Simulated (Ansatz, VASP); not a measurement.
## Two plane-wave programs on MgO

```
CELL_PARAMETERS angstrom
0.02723 2.30924 2.30924
2.30924 0.02723 2.30924
2.30924 2.30924 0.02723
ATOMIC_POSITIONS crystal
Mg 0.00098 0.00098 0.00098
O 0.24902 0.24902 0.24902
```

Change from the starting cell: shear_111 strain +1.8%.

Alike in both runs: task single point; functional r2SCAN; k mesh 10 × 10 × 10; no spin polarisation.

|  | VASP | Ansatz |
| --- | --- | --- |
| version | VASP 6.6.1 | Ansatz 0.2.0 |
| potentials or method | VASP PAW PBE potentials, release 64 (Mg, O) | plane waves, PAW |
| plane-wave cutoff (eV) | 520 | 500 |
| occupations | gaussian, width 0.01 eV | fixed |
| valence electrons in the cell | 8 | 16 |

|  | VASP | Ansatz | Ansatz less VASP |
| --- | --- | --- | --- |
| gap on the k mesh at the Fermi level (eV) | 4.18 | 4.19 | +0.014 |
| pressure (GPa) | -2.7 | -2.1 | +0.58 |
| traceless stress, the component that is largest in VASP (GPa) | -1.07 | -1.06 | +0.017 |

VASP's potentials were made for PBE, not for r2SCAN. VASP's potentials hold 8 valence electrons a cell and Ansatz's 16, so a difference there can come from the potentials and not from the codes.
